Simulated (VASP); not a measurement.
Set up this calculation in VASP 6.6.1, as the native input.

```yaml
Task: single point
Functional: LDA
Potentials_or_basis: VASP PAW LDA potentials, release 64 (La)
Cutoff: 520 eV
k_mesh: 8 × 8 × 5
Occupations: fermi-dirac, width 0.05 eV
Spin: no spin polarisation
Dipole_correction: no
Further_INCAR_settings: ALGO = Fast; EDIFF = 1e-06; NBANDS = 18
```

The structure of La lies in POSCAR:

```
La
1.0
    3.7993477643      0.0000000000      0.0000000000
   -1.8996738822      3.2903316817      0.0000000000
    0.0000000000      0.0000000000      6.1498775812
La
2
Direct
    0.6666666667      0.3333333333      0.7500000000
    0.3333333333      0.6666666667      0.2500000000
```

One way to write it, as run:

INCAR

```
PREC = Accurate
ENCUT = 520
EDIFF = 1E-6
ISMEAR = -1
SIGMA = 0.05
LREAL = F
LASPH = T
NELM = 60
ALGO = Fast
ISIF = 2
LWAVE = F
LCHARG = F
NBANDS = 18
```

KPOINTS

```
regular mesh
0
Gamma
  8 8 5
```

Potentials or basis: VASP PAW LDA potentials, release 64 (La).

Run with:

```console
$ cat potpaw_LDA.64/La/POTCAR > POTCAR
$ mpirun -np 1 vasp_std > vasp.out
```

Results of the run:

```json
{
  "Pressure": "-3.7 GPa",
  "Band gap on the k mesh": "zero (bands 11 and 12 overlap by 1.16 eV)"
}
```

Caveat: the cell stands under tension; spin-orbit coupling is left out, which moves the levels of the heavy elements.

It took 5.1 min on 1 thread of Intel Xeon 8259CL (shared host), peak memory 0.19 GiB.
